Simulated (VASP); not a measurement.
Runs of VASP 6.6.1 on TlBr. Symmetry: Pm-3m, No. 221, cubic system. Conventional cell: a = 3.946 Å, b = 3.946 Å, c = 3.946 Å, α = 90.00°, β = 90.00°, γ = 90.00°. Tl (site symmetry m-3m) has 8 Br at 3.42 Å and 6 Tl at 3.95 Å within 4.5 Å. Within 4.5 Å of Br (site symmetry m-3m) lie 8 Tl at 3.42 Å and 6 Br at 3.95 Å. 

| level | cutoff (eV) | share of exact exchange | screening parameter | gap on the mesh (eV) | pressure (GPa) |
| --- | --- | --- | --- | --- | --- |
| HSE06 | 400 | 0.25 | 0.2079 1/Å | (a) | (b) |
| r2SCANh | 440 | 0.1 | - | 2.71 | 1.1 |
| HF | 400 | 1 | - | 7.72 | 6.5 |
| PBE0 | 400 | 0.25 | - | 3.14 | (c) |

Alike in all rows: task single point; potentials or basis VASP PAW PBE potentials, release 64 (Tl_d, Br); no spin polarisation; cell as given; k mesh 4 × 4 × 4; smearing gaussian 0.01 eV.

**Question.** Estimate the missing entries.

**Answer.** (a) 2.47; (b) 1.6; (c) 1.4.

Caveats: the PAW data sets were made with another functional, which shifts forces and pressure a little; spin-orbit coupling is left out, which moves the levels of the heavy elements; the cell stands under pressure (at least some runs).

A k mesh can miss the band edges, and the runs leave out spin-orbit coupling on Br, Tl.
